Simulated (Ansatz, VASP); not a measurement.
WSe2 in VASP and in Ansatz

```
W Se
1.0
     3.31794    0.00000    0.00000
    -1.65897    2.87342    0.00000
     0.00000    0.00000   16.65814
W Se
1 2
Direct
  0.00000 0.00000 0.00000
  0.40897 0.72204 0.09979
  0.25770 0.61130 0.90021
```

Change from the starting cell: mode 4 (168.4 1/cm) frozen in, largest displacement +0.225 Å.

Alike in both runs: task single point; functional LDA; k mesh 12 × 12 × 2; occupations gaussian, width 0.05 eV; no spin polarisation.

```csv
,VASP,Ansatz
version,VASP 6.6.1,Ansatz 0.2.0
potentials or method,"VASP PAW LDA potentials, release 64 (W_sv, Se), cutoff 520 eV","scalar-relativistic, plane waves, PAW"
valence electrons in the cell,26,46
```

```csv
,VASP,Ansatz,Ansatz less VASP
gap on the k mesh at the Fermi level (eV),1.43,1.43,-0.004
least direct gap on the mesh (eV),1.43,1.43,-0.004
rms of the force components (eV/Å),0.924,0.911,-0.0130
```

LDA's correlation is that of Perdew and Zunger in VASP and of Perdew and Wang (1992) in Ansatz. Atom by atom the forces differ by 0.047 eV/Å (rms over components). VASP's potentials hold 26 valence electrons a cell and Ansatz's 46, so a difference there can come from the potentials and not from the codes.

Spin-orbit coupling is off throughout.
